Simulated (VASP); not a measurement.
Here is a VASP 6.6.1 calculation.

POSCAR

```
InAs
1.0
   -0.1438652000      2.8773040000      2.8773040000
    2.7334388000      0.0000000000      2.7334388000
    2.8773040000      2.8773040000     -0.1438652000
In As
1 1
Direct
    0.5000000000      0.5000000000      0.5000000000
    0.0000000000      0.0000000000      0.0000000000
```

File INCAR.step1:

```
SYSTEM = InAs
ALGO = Normal ; EDIFF = 1E-4
ENCUT = 520 ; GGA = PE
ISMEAR = 0 ; LASPH = .TRUE.
LCHARG = .FALSE. ; LREAL = .FALSE.
LWAVE = .TRUE. ; NBANDS = 16
NELM = 80 ; PREC = Accurate
SIGMA = 0.15
```

File INCAR.step2:

```
SYSTEM = InAs
ALGO = Normal ; EDIFF = 1E-6
ENCUT = 520 ; ISIF = 2
ISMEAR = 0 ; ISTART = 1
LASPH = .TRUE. ; LCHARG = .FALSE.
LMIXTAU = .TRUE. ; LREAL = .FALSE.
LWAVE = .FALSE. ; METAGGA = R2SCAN
NBANDS = 16 ; NELM = 80
PREC = Accurate ; SIGMA = 0.15
```

Contents of KPOINTS:

```
k-points
0
G
  14 14 14
  0 0 0
```

Potentials or basis: VASP PAW PBE potentials, release 64 (In_d, As).

Run with:

```bash
$ cat potpaw_PBE.64/In_d/POTCAR potpaw_PBE.64/As/POTCAR > POTCAR
$ cp INCAR.step1 INCAR
$ mpirun -np 1 vasp_std > vasp.out
$ cp INCAR.step2 INCAR
$ mpirun -np 1 vasp_std > vasp.out
```

Question: What does it give for the band gap on the k mesh?

Answer: Zero (bands 9 and 10 overlap by 3.03 eV).

Question: Estimate the pressure.

Answer: -2.1 GPa.

Stress tensor (GPa, compression positive):
```
-1.94  0.00  1.98
 0.00 -2.54  0.00
 1.98  0.00 -1.94
```

Caveat: the cell differs from its parent crystal (strain -0.1000 x Voigt [0, 0, 0, 0, 1, 0]); the PAW data sets were made with another functional, which shifts forces and pressure a little; spin-orbit coupling is left out, which moves the levels of the heavy elements.
